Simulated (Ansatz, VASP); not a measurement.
# Two plane-wave programs on B5Pt

```xyz
6
Lattice="5.6650 0.0000 0.0000 -2.8325 4.9060 0.0000 0.0000 0.0000 2.3734" Properties=species:S:1:pos:R:3 pbc="T T T"
B     0.0000    3.2707    1.1867
B     2.8325    1.6353    1.1867
B     2.8325    0.0000    1.1867
B    -1.4162    2.4530    1.1867
B     1.4162    2.4530    1.1867
Pt    0.0000    0.0000    0.0000
```

Alike in both runs: functional PBE; k mesh 3 × 3 × 8; occupations gaussian, width 0.1 eV; no spin polarisation.

Ansatz relaxed the structure, and its values are those at the end. VASP's run is a single point on that final structure, the one shown.

```csv
,VASP,Ansatz
version,VASP 6.6.1,Ansatz 0.2.0
potentials or method,"VASP PAW PBE potentials, release 64 (B, Pt_sv_GW), cutoff 570 eV","scalar-relativistic, plane waves, PAW"
valence electrons in the cell,33,33
```

|  | VASP | Ansatz | Ansatz less VASP |
| --- | --- | --- | --- |
| gap on the k mesh at the Fermi level (eV) | none | none | - |
| pressure (GPa) | -0.4 | 0.1 | +0.54 |

A gap of «none» marks a metal or a gap that the smearing closes.

The k mesh is coarse, so the values compare programs but aren't converged. Neither program's run includes spin-orbit coupling.
